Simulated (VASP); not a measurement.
# Cs2SrYCl6 (Fm-3m) in VASP: single point with PBE

Aim: the single point of Cs2SrYCl6 with PBE.

Everything below comes from runs of VASP 6.6.1. Logs are shortened: lines on timing, memory, paths and dates and some standing lists are left out, and cuts for length are marked.

**1. The cell of the first run**

Symmetry: Fm-3m, No. 225, cubic system. Conventional cell: a = 10.889 Å, b = 10.889 Å, c = 10.889 Å, α = 90.00°, β = 90.00°, γ = 90.00°. Within 5.1 Å of Cs (site symmetry -43m) lie 12 Cl at 3.85 Å and 4 Y at 4.72 Å and 4 Sr at 4.72 Å. Y (site symmetry m-3m) has 6 Cl at 2.66 Å within 3.5 Å. Cl (site symmetry 4mm) has 1 Y at 2.66 Å and 1 Sr at 2.79 Å within 3.5 Å. Within 3.7 Å of Sr (site symmetry m-3m) lie 6 Cl at 2.79 Å.

**2. Single point, PBE**

File INCAR:

```
PREC = Accurate ; ENCUT = 520
EDIFF = 1E-6 ; ISMEAR = -5
SIGMA = 0.1 ; LREAL = False
LASPH = True ; NELM = 100
ALGO = Normal ; ISIF = 2
LWAVE = False ; LCHARG = True
GGA = PE ; LELF = True
LVHAR = True ; NBANDS = 52
```

File KPOINTS:

```
Automatic mesh
0
Gamma
  3 3 3
```

File POSCAR:

```
Cs2SrYCl6
1.0
    0.0000000000      5.4445990000      5.4445990000
    5.4445990000      0.0000000000      5.4445990000
    5.4445990000      5.4445990000      0.0000000000
Cs Y Cl Sr
2 1 6 1
Direct
    0.2500000000      0.2500000000      0.2500000000
    0.7500000000      0.7500000000      0.7500000000
    0.0000000000      0.0000000000      0.0000000000
    0.7561000000      0.2439000000      0.2439000000
    0.2439000000      0.7561000000      0.2439000000
    0.2439000000      0.7561000000      0.7561000000
    0.7561000000      0.2439000000      0.7561000000
    0.2439000000      0.2439000000      0.7561000000
    0.7561000000      0.7561000000      0.2439000000
    0.5000000000      0.5000000000      0.5000000000
```

Potentials or basis: VASP PAW PBE potentials, release 64 (Cs_sv, Y_sv, Cl, Sr_sv).

Started as:

```bash
$ cat potpaw_PBE.64/Cs_sv/POTCAR potpaw_PBE.64/Y_sv/POTCAR potpaw_PBE.64/Cl/POTCAR potpaw_PBE.64/Sr_sv/POTCAR > POTCAR
$ mpirun -np 1 vasp_std > vasp.out
```

OUTCAR:

```text
PREC = Accurate
   ENCUT = 520
   EDIFF = 1E-6
   ISMEAR = -5
   LREAL = False
   LASPH = True
   NELM = 100
   ISIF = 2
   GGA = PE

 ion  position               nearest neighbor table
   1  0.250  0.250  0.250-
   2  0.750  0.750  0.750-
   3  0.000  0.000  0.000-   4 2.66   5 2.66   6 2.66   7 2.66   8 2.66   9 2.66
   4  0.756  0.244  0.244-   3 2.66  10 2.79
   5  0.244  0.756  0.244-   3 2.66  10 2.79
   6  0.244  0.756  0.756-   3 2.66  10 2.79
   7  0.756  0.244  0.756-   3 2.66  10 2.79
   8  0.244  0.244  0.756-   3 2.66  10 2.79
   9  0.756  0.756  0.244-   3 2.66  10 2.79
  10  0.500  0.500  0.500-   4 2.79   5 2.79   6 2.79   7 2.79   8 2.79   9 2.79

  LATTYP: Found a face centered cubic cell.
 ALAT       =    10.8891980000

  Lattice vectors:

 A1 = (   0.0000000000,   5.4445990000,   5.4445990000)
 A2 = (   5.4445990000,   0.0000000000,   5.4445990000)
 A3 = (   5.4445990000,   5.4445990000,   0.0000000000)

Analysis of symmetry for initial positions (statically):
=====================================================================
 Subroutine PRICEL returns:
 Original cell was already a primitive cell.

 Routine SETGRP: Setting up the symmetry group for a
 face centered cubic supercell.

 Subroutine GETGRP returns: Found 48 space group operations
 (whereof 48 operations were pure point group operations)
 out of a pool of 48 trial point group operations.

The static configuration has the point symmetry O_h .

Analysis of symmetry for dynamics (positions and initial velocities):
=====================================================================
 Subroutine PRICEL returns:
 Original cell was already a primitive cell.

 Routine SETGRP: Setting up the symmetry group for a
 face centered cubic supercell.

 Subroutine GETGRP returns: Found 48 space group operations
 (whereof 48 operations were pure point group operations)
 out of a pool of 48 trial point group operations.

The dynamic configuration has the point symmetry O_h .

 Subroutine INISYM returns: Found 48 space group operations
 (whereof 48 operations are pure point group operations),
 and found     1 'primitive' translations

----------------------------------------------------------------------------------------

                                     Primitive cell

[... 93 lines left out ...]
   ISIF   =      2    stress and relaxation
   ISYM   =      2    0-nonsym 1-usesym 2-fastsym
   POTIM  = 0.5000    time-step for ionic-motion
   TEBEG  =    0.0;   TEEND  =   0.0 temperature during run
   PSTRESS=    0.0 pullay stress
   NELECT =      81.0000    total number of electrons
   NUPDOWN=      -1.0000    fix difference up-down
   EMIN   =  10.00;   EMAX   =-10.00  energy-range for DOS
   EFERMI =   0.00;   METHOD = LEGACY
   ISMEAR =    -5;   SIGMA  =   0.10  broadening in eV -4-tet -1-fermi 0-gaus
   EFERMI_NEDOS =   21; number of points for ismear=-14 and -15
   IALGO  =     38    algorithm
   IMIX   =      4    mixing-type and parameters
     AMIX     =   0.40;   BMIX     =  1.00
     AMIX_MAG =   1.60;   BMIX_MAG =  1.00
  volume/ion in A,a.u.               =      32.28       217.83
  Fermi-wavevector in a.u.,A,eV,Ry     =   1.032588  1.951309 14.507062  1.066239
  Thomas-Fermi vector in A             =   2.166794
   LORBIT       =      0    0 simple, 1 ext, 2 COOP (PROOUT), +10 PAW based schemes
   GGA     = PE    functional components
   LHFCALC =     F    Hartree Fock is set to
   AEXX    =    0.0000 exact exchange contribution
   IVDW    =     0    specifies the selected vdW correction
   LEPSILON=     F    determine dielectric tensor
   LRPA    =     F    only Hartree local field effects (RPA)
 non-spin polarized calculation
 Fermi weights with tetrahedron method with Bloechl corrections
  energy-cutoff  :      520.00
  volume of cell :      322.80
 maximum number of plane-waves:      8712
 NGX is ok and might be reduce to    60
   NGX = 29   NGY = 29   NGZ = 29

 number of electron      81.0000002 magnetization

 Free energy of the ion-electron system (eV)
  ---------------------------------------------------
  ext. energy  EPLUGINS =         0.00000000
  ---------------------------------------------------
  free energy    TOTEN  =       -41.65550196 eV

  energy without entropy =      -41.65550196  energy(sigma->0) =      -41.65550196

 E-fermi :   4.9511     XC(G=0):  -8.0946

 val. band max:        4.7032241488   @ k =   0.3333   0.3333   0.0000
 cond. band min:       4.7112697812   @ k =   0.0000   0.0000   0.0000
 fundamental gap:      0.0080456324
 Fermi energy:         4.9511075202

 k-point     1 :       0.0000    0.0000    0.0000
  band No.  band energies     occupation
      1     -39.8837      2.00000
      2     -32.4714      2.00000
      3     -20.0233      2.00000
      4     -20.0233      2.00000
      5     -20.0233      2.00000
      6     -19.6322      2.00000
[... 209 lines left out ...]
     51       7.1632      0.00000
     52       7.2221      0.00000

------------------------ aborting loop because EDIFF is reached ----------------------------------------

  FORCE on cell =-STRESS in cart. coord.  units (eV):
  Direction    XX          YY          ZZ          XY          YZ          ZX
  --------------------------------------------------------------------------------------
  -------------------------------------------------------------------------------------
  Total        3.3541439      3.3541439      3.3541439     -0.0000000     -0.0000000      0.0000000
  in kB       16.6480962     16.6480962     16.6480962     -0.0000000     -0.0000000      0.0000000
  external PRESSURE =      16.6480962 kB  Pullay stress =       0.0000000 kB

 VOLUME and BASIS-vectors are now :
 -----------------------------------------------------------------------------
  energy-cutoff  :      520.00
  volume of cell :      322.80
      direct lattice vectors                 reciprocal lattice vectors
     0.000000000  5.444599000  5.444599000    -0.091834128  0.091834128  0.091834128
     5.444599000  0.000000000  5.444599000     0.091834128 -0.091834128  0.091834128
     5.444599000  5.444599000  0.000000000     0.091834128  0.091834128 -0.091834128

 POSITION                                       TOTAL-FORCE (eV/Angst)
 -----------------------------------------------------------------------------------
      2.72230      2.72230      2.72230        -0.000000     -0.000000     -0.000000
      8.16690      8.16690      8.16690         0.000000      0.000000      0.000000
      0.00000      0.00000      0.00000         0.000000     -0.000000      0.000000
      2.65588      5.44460      5.44460        -0.137188     -0.000000      0.000000
      5.44460      2.65588      5.44460         0.000000     -0.137188      0.000000
      8.23332      5.44460      5.44460         0.137188     -0.000000      0.000000
      5.44460      8.23332      5.44460         0.000000      0.137188      0.000000
      5.44460      5.44460      2.65588         0.000000     -0.000000     -0.137188
      5.44460      5.44460      8.23332         0.000000     -0.000000      0.137188
      5.44460      5.44460      5.44460         0.000000     -0.000000      0.000000
 -----------------------------------------------------------------------------------
    total drift:                               -0.000000     -0.000000     -0.000000

  FREE ENERGIE OF THE ION-ELECTRON SYSTEM (eV)
  ---------------------------------------------------
  free  energy   TOTEN  =       -41.6555019595 eV

  energy  without entropy=      -41.6555019595  energy(sigma->0) =      -41.65550196
```

OSZICAR:

```text
N       E                     dE             d eps       ncg     rms          rms(c)
DAV:   1     0.610132555976E+03    0.61013E+03   -0.35810E+04   416   0.136E+03
DAV:   2     0.139165407122E+02   -0.59622E+03   -0.57828E+03   568   0.280E+02
DAV:   3    -0.416969386619E+02   -0.55613E+02   -0.55326E+02   568   0.844E+01
DAV:   4    -0.432645897309E+02   -0.15677E+01   -0.15482E+01   600   0.146E+01
DAV:   5    -0.433286202500E+02   -0.64031E-01   -0.62904E-01   640   0.218E+00    0.317E+01
DAV:   6    -0.417489737892E+02    0.15796E+01   -0.37807E+00   456   0.601E+00    0.223E+01
DAV:   7    -0.416720324739E+02    0.76941E-01   -0.19645E+00   584   0.431E+00    0.576E+00
DAV:   8    -0.416536275674E+02    0.18405E-01   -0.29541E-01   500   0.184E+00    0.778E-01
DAV:   9    -0.416537204264E+02   -0.92859E-04   -0.15342E-02   544   0.449E-01    0.293E-01
DAV:  10    -0.416550134511E+02   -0.12930E-02   -0.27808E-03   564   0.206E-01    0.114E-01
DAV:  11    -0.416553834757E+02   -0.37002E-03   -0.40057E-04   536   0.718E-02    0.505E-02
DAV:  12    -0.416554978541E+02   -0.11438E-03   -0.12825E-04   524   0.377E-02    0.173E-02
DAV:  13    -0.416554980388E+02   -0.18468E-06   -0.32592E-05   488   0.222E-02    0.913E-03
DAV:  14    -0.416555110849E+02   -0.13046E-04   -0.19823E-06   376   0.511E-03    0.349E-03
DAV:  15    -0.416555068490E+02    0.42359E-05   -0.53200E-07   304   0.322E-03    0.146E-03
DAV:  16    -0.416555019375E+02    0.49115E-05   -0.20958E-07   304   0.192E-03    0.717E-04
DAV:  17    -0.416555019595E+02   -0.22041E-07   -0.39204E-08   280   0.779E-04
   1 F= -.41655502E+02 E0= -.41655502E+02  d E =0.000000E+00
```

stdout:

```text
POSCAR found type information on POSCAR CsY ClSr
 POSCAR found :  4 types and      10 ions
 scaLAPACK will be used
 LDA part: xc-table for (Slater+PW92), standard interpolation
 POSCAR, INCAR and KPOINTS ok, starting setup
 FFT: planning ... GRIDC
 FFT: planning ... GRID_SOFT
 FFT: planning ... GRID
 WAVECAR not read
 entering main loop
 -----------------------------------------------------------------------------
|                                                                             |
|           W    W    AA    RRRRR   N    N  II  N    N   GGGG   !!!           |
|           W    W   A  A   R    R  NN   N  II  NN   N  G    G  !!!           |
|           W    W  A    A  R    R  N N  N  II  N N  N  G       !!!           |
|           W WW W  AAAAAA  RRRRR   N  N N  II  N  N N  G  GGG   !            |
|           WW  WW  A    A  R   R   N   NN  II  N   NN  G    G                |
|           W    W  A    A  R    R  N    N  II  N    N   GGGG   !!!           |
|                                                                             |
|     Tetrahedron method does not include variations of the Fermi             |
|     occupations, so forces and stress will be inaccurate. We suggest        |
|     using a different smearing scheme ISMEAR = 1 or 2 for metals in         |
|     relaxations.                                                            |
|                                                                             |
 -----------------------------------------------------------------------------
```

It took 2.3 min on 1 thread of Intel Xeon Platinum 8259CL at 2.50GHz (Skylake/Cascade Lake), shared host; peak memory 0.53 GiB.

Results:

- Free energy: -41.6555 eV
- Pressure: 1.7 GPa
- Largest force: 0.137 eV/Å

Forces on the atoms (eV/Å):
```
Cs   0.000  0.000  0.000
Cs   0.000  0.000  0.000
Y    0.000  0.000  0.000
Cl  -0.137  0.000  0.000
Cl   0.000 -0.137  0.000
Cl   0.137  0.000  0.000
Cl   0.000  0.137  0.000
Cl   0.000  0.000 -0.137
Cl   0.000  0.000  0.137
Sr   0.000  0.000  0.000
```

Caveat: spin-orbit coupling is left out, which moves the levels of the heavy elements; an odd number of electrons without spin polarisation forces a metal; a magnetic or distorted state may lie lower; tetrahedron occupations give inexact forces and stress in metals.
